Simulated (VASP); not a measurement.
# NaH in VASP: notebook

NaH is run at these levels: r2SCAN, HSE06; tasks: single point.

All numbers are computed with VASP 6.6.1; they aren't measurements. Logs are shortened: lines on timing, memory, paths and dates and some standing lists are left out, and cuts for length are marked.

### Step 1. The cell of the first run

It takes space group Immm (No. 71, orthorhombic). Conventional cell: a = 3.382 Å, b = 3.399 Å, c = 4.795 Å, α = 90.00°, β = 90.00°, γ = 90.00°. Within 3.2 Å of Na (site symmetry mmm) lie 6 H at 2.40 Å. Within 3.2 Å of H (site symmetry mmm) lie 6 Na at 2.40 Å.

### Step 2. Single point, r2SCAN (shear xy strain -0.5%)

POSCAR reads:

```
NaH
1.0
   -0.0059937807      2.3975122885      2.3975122885
    2.3975122885     -0.0059937807      2.3975122885
    2.3915185078      2.3915185078      0.0000000000
Na H
1 1
Direct
    0.0000000000      0.0000000000      0.0000000000
    0.5000000000      0.5000000000      0.5000000000
```

INCAR.step1 reads:

```
PREC = Accurate ; ENCUT = 520
ISMEAR = 0 ; SIGMA = 0.01
LREAL = False ; LASPH = True
NELM = 60 ; NBANDS = 11
GGA = PE ; ALGO = Normal
EDIFF = 1E-4 ; LWAVE = True
LCHARG = False
```

INCAR.step2 reads:

```
PREC = Accurate ; ENCUT = 520
EDIFF = 1E-6 ; ISMEAR = 0
SIGMA = 0.01 ; LREAL = False
LASPH = True ; NELM = 60
ALGO = Normal ; ISIF = 2
LWAVE = False ; LCHARG = False
METAGGA = R2SCAN ; LMIXTAU = True
NBANDS = 11 ; ISTART = 1
```

KPOINTS reads:

```
regular mesh
0
Gamma
  10 10 10
```

Potentials or basis: VASP PAW PBE potentials, release 64 (Na_pv, H).

Started as:

```bash
cat potpaw_PBE.64/Na_pv/POTCAR potpaw_PBE.64/H/POTCAR > POTCAR
cp INCAR.step1 INCAR
mpirun -np 1 vasp_std > vasp.out
cp INCAR.step2 INCAR
mpirun -np 1 vasp_std > vasp.out
```

OUTCAR:

```text
PREC = Accurate
   ENCUT = 520
   EDIFF = 1E-6
   ISMEAR = 0
   LREAL = False
   LASPH = True
   NELM = 60
   ISIF = 2
   METAGGA = R2SCAN
   ISTART = 1

 ion  position               nearest neighbor table
   1  0.000  0.000  0.000-
   2  0.500  0.500  0.500-

  LATTYP: Found a body centered orthorhombic cell.
 ALAT       =     3.3821179084
 B/A-ratio  =     1.0050125313
 C/A-ratio  =     1.4177579573

  Lattice vectors:

 A1 = (   0.0059937807,  -2.3975122885,  -2.3975122885)
 A2 = (  -0.0059937807,   2.3975122885,  -2.3975122885)
 A3 = (   2.3975122885,  -0.0059937807,   2.3975122885)

Analysis of symmetry for initial positions (statically):
=====================================================================
 Subroutine PRICEL returns:
 Original cell was already a primitive cell.

 Routine SETGRP: Setting up the symmetry group for a
 body centered orthorhombic supercell.

 Subroutine GETGRP returns: Found  8 space group operations
 (whereof  8 operations were pure point group operations)
 out of a pool of  8 trial point group operations.

The static configuration has the point symmetry D_2h.

Analysis of symmetry for dynamics (positions and initial velocities):
=====================================================================
 Subroutine PRICEL returns:
 Original cell was already a primitive cell.

 Routine SETGRP: Setting up the symmetry group for a
 body centered orthorhombic supercell.

 Subroutine GETGRP returns: Found  8 space group operations
 (whereof  8 operations were pure point group operations)
 out of a pool of  8 trial point group operations.

The dynamic configuration has the point symmetry D_2h.

 Subroutine INISYM returns: Found  8 space group operations
 (whereof  8 operations are pure point group operations),
 and found     1 'primitive' translations

----------------------------------------------------------------------------------------

                                     Primitive cell

  volume of cell :      27.5619

  direct lattice vectors                    reciprocal lattice vectors
    -0.005993781  2.397512289  2.397512289    -0.208029431  0.208029431  0.208549505
     2.397512289 -0.005993781  2.397512289     0.208029431 -0.208029431  0.208549505
     2.391518508  2.391518508  0.000000000     0.209072185  0.209072185 -0.208549505

  length of vectors
     3.390599692  3.390599692  3.382117908     0.360618059  0.360618059  0.361822129

  position of ions in fractional coordinates (direct lattice)
     0.000000000  0.000000000  0.000000000
     0.500000000  0.500000000  0.500000000

  ion indices of the primitive-cell ions
   primitive index   ion index
                 1           1
                 2           2

----------------------------------------------------------------------------------------

 KPOINTS: regular mesh

Automatic generation of k-mesh.
 Grid dimensions read from file:
 generate k-points for:   10   10   10

 Generating k-lattice:

  Cartesian coordinates                     Fractional coordinates (reciprocal lattice)
    -0.020802943  0.020802943  0.020854950     0.100000000  0.000000000  0.000000000
     0.020802943 -0.020802943  0.020854950     0.000000000  0.100000000  0.000000000
     0.020907219  0.020907219 -0.020854950     0.000000000  0.000000000  0.100000000

  Length of vectors
     0.036061806  0.036061806  0.036182213

  Shift w.r.t. Gamma in fractional coordinates (k-lattice)
     0.000000000  0.000000000  0.000000000

 Subroutine IBZKPT returns following result:
 ===========================================

 Found    171 irreducible k-points:

 Following reciprocal coordinates:
            Coordinates               Weight
  0.000000  0.000000  0.000000      1.000000
  0.100000  0.000000  0.000000      4.000000
  0.200000  0.000000  0.000000      4.000000
  0.300000  0.000000  0.000000      4.000000
  0.400000  0.000000  0.000000      4.000000
  0.500000  0.000000  0.000000      2.000000
[... 16 lines left out ...]
  0.300000  0.300000  0.000000      2.000000
  0.400000  0.300000  0.000000      4.000000
 [... further k-points ...]
   k-points           NKPTS =    171   k-points in BZ     NKDIM =    171   number of bands    NBANDS=     11
   number of dos      NEDOS =    301   number of ions     NIONS =      2
   total plane-waves  NPLWV =  21952
   dimension x,y,z NGX =    28 NGY =   28 NGZ =   28
   dimension x,y,z NGXF=    56 NGYF=   56 NGZF=   56
   ions per type =               1   1
   NGX,Y,Z   is equivalent  to a cutoff of  13.73, 13.73, 13.76 a.u.
   NGXF,Y,Z  is equivalent  to a cutoff of  27.46, 27.46, 27.53 a.u.
 SYSTEM =  unknown system
   PREC   = accura    normal or accurate (medium, high low for compatibility)
   ISTART =      1    job   : 0-new  1-cont  2-samecut
   ICHARG =      0    charge: 1-file 2-atom 10-const
   ISPIN  =      1    spin polarized calculation?
   LNONCOLLINEAR =      F non collinear calculations
   LSORBIT =      F    spin-orbit coupling
   LASPH  =      T    aspherical Exc in radial PAW
   ENCUT  =  520.0 eV  38.22 Ry    6.18 a.u.   6.30  6.30  6.29*2*pi/ulx,y,z
   NELM   =     60;   NELMIN=  2; NELMDL=  0     # of ELM steps
   EDIFF  = 0.1E-05   stopping-criterion for ELM
   LREAL  =      F    real-space projection
   EDIFFG = 0.1E-04   stopping-criterion for IOM
   NSW    =      0    number of steps for IOM
   IBRION =     -1    ionic relax: 0-MD 1-quasi-New 2-CG
   NFREE  =      0    steps in history (QN), initial steepest desc. (CG)
   ISIF   =      2    stress and relaxation
   ISYM   =      2    0-nonsym 1-usesym 2-fastsym
   POTIM  = 0.5000    time-step for ionic-motion
   TEBEG  =    0.0;   TEEND  =   0.0 temperature during run
   PSTRESS=    0.0 pullay stress
   NELECT =       8.0000    total number of electrons
   NUPDOWN=      -1.0000    fix difference up-down
   EMIN   =  10.00;   EMAX   =-10.00  energy-range for DOS
   EFERMI =   0.00;   METHOD = LEGACY
   ISMEAR =     0;   SIGMA  =   0.01  broadening in eV -4-tet -1-fermi 0-gaus
   EFERMI_NEDOS =   21; number of points for ismear=-14 and -15
   IALGO  =     38    algorithm
   IMIX   =      4    mixing-type and parameters
     AMIX     =   0.40;   BMIX     =  1.00
     AMIX_MAG =   1.60;   BMIX_MAG =  1.00
  volume/ion in A,a.u.               =      13.78        93.00
  Fermi-wavevector in a.u.,A,eV,Ry     =   1.083931  2.048332 15.985566  1.174906
  Thomas-Fermi vector in A             =   2.220009
   LORBIT       =      0    0 simple, 1 ext, 2 COOP (PROOUT), +10 PAW based schemes
   METAGGA = R2SCAN    functional components
   LHFCALC =     F    Hartree Fock is set to
   AEXX    =    0.0000 exact exchange contribution
   IVDW    =     0    specifies the selected vdW correction
   LEPSILON=     F    determine dielectric tensor
   LRPA    =     F    only Hartree local field effects (RPA)
 non-spin polarized calculation
 Gauss-broadening in eV      SIGMA  =   0.01
  energy-cutoff  :      520.00
  volume of cell :       27.56
 maximum number of plane-waves:       757
 NGX is ok and might be reduce to    28
   NGX = 13   NGY = 13   NGZ = 13

 number of electron       7.9999992 magnetization

 Free energy of the ion-electron system (eV)
  ---------------------------------------------------
  ext. energy  EPLUGINS =         0.00000000
  ---------------------------------------------------
  free energy    TOTEN  =        -7.60237934 eV

  energy without entropy =       -7.60237934  energy(sigma->0) =       -7.60237934

 E-fermi :  -1.3289     XC(G=0):  -8.2242

 val. band max:       -1.3991380349   @ k =  -0.3000   0.2000   0.5000
 cond. band min:       3.0144065180   @ k =   0.5000   0.0000   0.0000
 fundamental gap:      4.4135445529
 Fermi energy:        -1.3288578056

 k-point     1 :       0.0000    0.0000    0.0000
  band No.  band energies     occupation
      1     -24.2393      2.00000
      2     -24.2386      2.00000
      3     -24.2380      2.00000
      4      -4.9974      2.00000
      5      10.2742      0.00000
      6      15.0870      0.00000
      7      15.1476      0.00000
      8      15.2079      0.00000
      9      16.0706      0.00000
     10      16.1270      0.00000
     11      16.1902      0.00000

 k-point     2 :       0.1000    0.0000    0.0000
  band No.  band energies     occupation
      1     -24.2475      2.00000
      2     -24.2403      2.00000
      3     -24.2394      2.00000
      4      -4.8211      2.00000
      5       9.5885      0.00000
      6      13.0204      0.00000
      7      14.5106      0.00000
      8      14.5853      0.00000
      9      16.7954      0.00000
     10      16.8762      0.00000
     11      17.1650      0.00000

 k-point     3 :       0.2000    0.0000    0.0000
  band No.  band energies     occupation
      1     -24.2716      2.00000
      2     -24.2431      2.00000
      3     -24.2422      2.00000
      4      -4.3103      2.00000
      5       7.7128      0.00000
      6      11.6047      0.00000
      7      13.7481      0.00000
      8      13.8144      0.00000
      9      17.3249      0.00000
     10      17.3711      0.00000
     11      18.3162      0.00000

 k-point     4 :       0.3000    0.0000    0.0000
  band No.  band energies     occupation
      1     -24.3011      2.00000
      2     -24.2465      2.00000
      3     -24.2455      2.00000
      4      -3.5333      2.00000
      5       5.5379      0.00000
      6      10.9244      0.00000
      7      13.1646      0.00000
      8      13.2228      0.00000
      9      17.0034      0.00000
     10      17.0406      0.00000
     11      19.1559      0.00000
[... 239 lines left out ...]
 k-point    22 :      -0.2000    0.2000    0.0000
  band No.  band energies     occupation
      1     -24.2954      2.00000
      2     -24.2633      2.00000
      3     -24.2460      2.00000
      4      -3.2947      2.00000
      5       6.0768      0.00000
      6       8.0402      0.00000
      7      13.4686      0.00000
      8      13.8987      0.00000
      9      17.3191      0.00000
     10      18.2711      0.00000
     11      18.5786      0.00000

 k-point    23 :       0.3000    0.3000    0.0000
  band No.  band energies     occupation
      1     -24.2964      2.00000
      2     -24.2601      2.00000
      3     -24.2592      2.00000
      4      -3.1067      2.00000
      5       6.0000      0.00000
      6      10.4703      0.00000
      7      10.9216      0.00000
      8      11.0500      0.00000
      9      13.8325      0.00000
     10      20.6562      0.00000
     11      22.8606      0.00000

 k-point    24 :       0.4000    0.3000    0.0000
  band No.  band energies     occupation
      1     -24.3083      2.00000
      2     -24.2656      2.00000
      3     -24.2637      2.00000
      4      -2.4938      2.00000
      5       5.1227      0.00000
      6       8.6315      0.00000
      7      10.7723      0.00000
      8      11.6698      0.00000
      9      13.8333      0.00000
     10      20.9874      0.00000
     11      22.4638      0.00000

 [... further k-points ...]
[... 5 lines left out ...]
  --------------------------------------------------------------------------------------
  -------------------------------------------------------------------------------------
  Total       -0.0513114     -0.0513114     -0.0528908      0.0185002      0.0000000      0.0000000
  in kB       -2.9827328     -2.9827328     -3.0745464      1.0754161      0.0000000      0.0000000
  external PRESSURE =      -3.0133373 kB  Pullay stress =       0.0000000 kB

 VOLUME and BASIS-vectors are now :
 -----------------------------------------------------------------------------
  energy-cutoff  :      520.00
  volume of cell :       27.56
      direct lattice vectors                 reciprocal lattice vectors
    -0.005993781  2.397512289  2.397512289    -0.208029431  0.208029431  0.208549505
     2.397512289 -0.005993781  2.397512289     0.208029431 -0.208029431  0.208549505
     2.391518508  2.391518508  0.000000000     0.209072185  0.209072185 -0.208549505

 POSITION                                       TOTAL-FORCE (eV/Angst)
 -----------------------------------------------------------------------------------
      0.00000      0.00000      0.00000         0.000000     -0.000000      0.000000
      2.39152      2.39152      2.39751         0.000000      0.000000      0.000000
 -----------------------------------------------------------------------------------
    total drift:                               -0.000000      0.000000      0.000000

  FREE ENERGIE OF THE ION-ELECTRON SYSTEM (eV)
  ---------------------------------------------------
  free  energy   TOTEN  =        -7.6023793357 eV

  energy  without entropy=       -7.6023793357  energy(sigma->0) =       -7.60237934
```

It took 5.3 min on 1 thread of Oxide Virtual Turin-like, shared host; peak memory 0.16 GiB.

Results:

```
Free energy            : -7.6024 eV
Pressure               : -0.3 GPa
Band gap on the k mesh : 4.41 eV (least direct gap 5.25 eV)
```

Levels at points of the mesh, in eV from the valence-band top:
```csv
k point,band 1,band 2,band 3,band 4,band 5,band 6,band 7,band 8
"(0.00, 0.00, 0.00)",-22.84,-22.84,-22.84,-3.60,11.67,16.49,16.55,16.61
"(0.50, 0.00, 0.00)",-22.93,-22.85,-22.85,-0.84,4.41,11.89,14.08,14.13
"(0.50, 0.50, 0.00)",-22.92,-22.87,-22.87,-0.16,5.26,10.81,11.49,11.62
"(0.00, 0.00, 0.50)",-22.94,-22.85,-22.85,-0.82,4.44,11.86,14.03,14.08
"(0.50, 0.00, 0.50)",-22.92,-22.87,-22.87,-0.16,5.26,10.81,11.55,11.55
```

Caveat: the cell differs from its parent crystal (shear xy strain -0.5%); the structure was generated, so it needn't be the stable form of NaH; the PAW data sets were made with another functional, which shifts forces and pressure a little.

### Step 3. Single point, HSE06

POSCAR reads:

```
NaH
1.0
    0.0000000000      2.3975122885      2.3975122885
    2.3975122885      0.0000000000      2.3975122885
    2.3975122885      2.3975122885      0.0000000000
Na H
1 1
Direct
    0.0000000000      0.0000000000      0.0000000000
    0.5000000000      0.5000000000      0.5000000000
```

INCAR.step1 reads:

```
SYSTEM = NaH
  PREC = Accurate
  ENCUT = 520
  EDIFF = 1E-5
  ISMEAR = 0
  SIGMA = 0.01
  LREAL = .False.
  LASPH = .True.
  NELM = 80
  ALGO = Normal
  ISIF = 2
  LWAVE = .True.
  LCHARG = .False.
  NBANDS = 11
  GGA = PE
```

INCAR.step2 reads:

```
SYSTEM = NaH
  PREC = Accurate
  ENCUT = 520
  EDIFF = 1E-7
  ISMEAR = 0
  SIGMA = 0.01
  LREAL = .False.
  LASPH = .True.
  NELM = 80
  ALGO = Normal
  ISIF = 2
  LWAVE = .False.
  LCHARG = .False.
  GGA = PE
  LHFCALC = .True.
  HFSCREEN = 0.2079
  PRECFOCK = Normal
  NBANDS = 11
  ISTART = 1
```

KPOINTS reads:

```
regular mesh
0
Gamma
  6 6 6
  0 0 0
```

Potentials or basis: VASP PAW PBE potentials, release 64 (Na_pv, H).

Started as:

```bash
cat potpaw_PBE.64/Na_pv/POTCAR potpaw_PBE.64/H/POTCAR > POTCAR
cp INCAR.step1 INCAR
mpirun -np 1 vasp_std > vasp.out
cp INCAR.step2 INCAR
mpirun -np 1 vasp_std > vasp.out
```

OUTCAR:

```text
SYSTEM = NaH
   PREC = Accurate
   ENCUT = 520
   EDIFF = 1E-7
   ISMEAR = 0
   LREAL = .False.
   LASPH = .True.
   NELM = 80
   ISIF = 2
   GGA = PE
   LHFCALC = .True.
   HFSCREEN = 0.2079
   PRECFOCK = Normal
   ISTART = 1

 ion  position               nearest neighbor table
   1  0.000  0.000  0.000-
   2  0.500  0.500  0.500-

  LATTYP: Found a face centered cubic cell.
 ALAT       =     4.7950245770

  Lattice vectors:
[... 407 lines left out ...]
     10      20.9012      0.00000
     11      20.9942      0.00000

------------------------ aborting loop because EDIFF is reached ----------------------------------------

  FORCE on cell =-STRESS in cart. coord.  units (eV):
  Direction    XX          YY          ZZ          XY          YZ          ZX
  --------------------------------------------------------------------------------------
  -------------------------------------------------------------------------------------
  Total        0.0306861      0.0306861      0.0306861      0.0000000      0.0000000      0.0000000
  in kB        1.7837713      1.7837713      1.7837713      0.0000000      0.0000000      0.0000000
  external PRESSURE =       1.7837713 kB  Pullay stress =       0.0000000 kB

 VOLUME and BASIS-vectors are now :
 -----------------------------------------------------------------------------
  energy-cutoff  :      520.00
  volume of cell :       27.56
      direct lattice vectors                 reciprocal lattice vectors
     0.000000000  2.397512289  2.397512289    -0.208549505  0.208549505  0.208549505
     2.397512289  0.000000000  2.397512289     0.208549505 -0.208549505  0.208549505
     2.397512289  2.397512289  0.000000000     0.208549505  0.208549505 -0.208549505

 POSITION                                       TOTAL-FORCE (eV/Angst)
 -----------------------------------------------------------------------------------
      0.00000      0.00000      0.00000        -0.000000      0.000000     -0.000000
      2.39751      2.39751      2.39751         0.000000     -0.000000      0.000000
 -----------------------------------------------------------------------------------
    total drift:                                0.000000      0.000000      0.000000

  FREE ENERGIE OF THE ION-ELECTRON SYSTEM (eV)
  ---------------------------------------------------
  free  energy   TOTEN  =        -5.7627578748 eV

  energy  without entropy=       -5.7627578748  energy(sigma->0) =       -5.76275787
```

OUTCAR.step1:

```text
SYSTEM = NaH
   PREC = Accurate
   ENCUT = 520
   EDIFF = 1E-5
   ISMEAR = 0
   LREAL = .False.
   LASPH = .True.
[... 435 lines left out ...]
      0.00000      0.00000      0.00000         0.000000     -0.000000      0.000000
      2.39751      2.39751      2.39751        -0.000000      0.000000      0.000000
 -----------------------------------------------------------------------------------
    total drift:                               -0.000000      0.000000      0.000000

  FREE ENERGIE OF THE ION-ELECTRON SYSTEM (eV)
  ---------------------------------------------------
  free  energy   TOTEN  =        -5.0864049408 eV

  energy  without entropy=       -5.0864049408  energy(sigma->0) =       -5.08640494
```

OSZICAR.step1:

```text
N       E                     dE             d eps       ncg     rms          rms(c)
DAV:   1     0.367773625072E+02    0.36777E+02   -0.46646E+03   355   0.757E+02
DAV:   2    -0.431243839146E+01   -0.41090E+02   -0.40632E+02   367   0.190E+02
DAV:   3    -0.550836446406E+01   -0.11959E+01   -0.11942E+01   435   0.325E+01
DAV:   4    -0.551582946854E+01   -0.74650E-02   -0.74643E-02   419   0.260E+00
DAV:   5    -0.551589330506E+01   -0.63837E-04   -0.63835E-04   415   0.252E-01    0.321E+00
DAV:   6    -0.517568097692E+01    0.34021E+00   -0.32508E-01   390   0.281E+00    0.149E+00
DAV:   7    -0.508189661027E+01    0.93784E-01   -0.32370E-01   391   0.217E+00    0.349E-01
DAV:   8    -0.508646047422E+01   -0.45639E-02   -0.98706E-03   388   0.971E-01    0.671E-02
DAV:   9    -0.508641782311E+01    0.42651E-04   -0.11288E-03   408   0.358E-01    0.231E-02
DAV:  10    -0.508640202682E+01    0.15796E-04   -0.59977E-05   410   0.493E-02    0.421E-03
DAV:  11    -0.508640494083E+01   -0.29140E-05   -0.57114E-06   388   0.111E-02
   1 F= -.50864049E+01 E0= -.50864049E+01  d E =-.244941E-21
```

Run time: 14 min. Hardware: 1 thread of Oxide Virtual Turin-like, shared host; peak memory 0.22 GiB.

Results:

* Free energy: -5.7628 eV
* Pressure: 0.2 GPa
* Band gap on the k mesh: 4.89 eV (least direct gap 5.81 eV)

Levels at points of the mesh, in eV from the valence-band top:
```csv
k point,band 1,band 2,band 3,band 4,band 5,band 6,band 7,band 8
"(0.00, 0.00, 0.00)",-24.30,-24.30,-24.30,-3.98,12.24,17.23,17.23,17.23
"(0.50, 0.00, 0.00)",-24.40,-24.31,-24.31,-0.92,4.89,12.37,14.99,14.99
"(0.50, 0.50, 0.00)",-24.39,-24.34,-24.34,-0.14,5.76,11.40,12.18,12.18
```

Caveat: the structure was generated, so it needn't be the stable form of NaH; the PAW data sets were made with another functional, which shifts forces and pressure a little. A k mesh can miss the band edges.

(Part 1 of 2 ends here.)
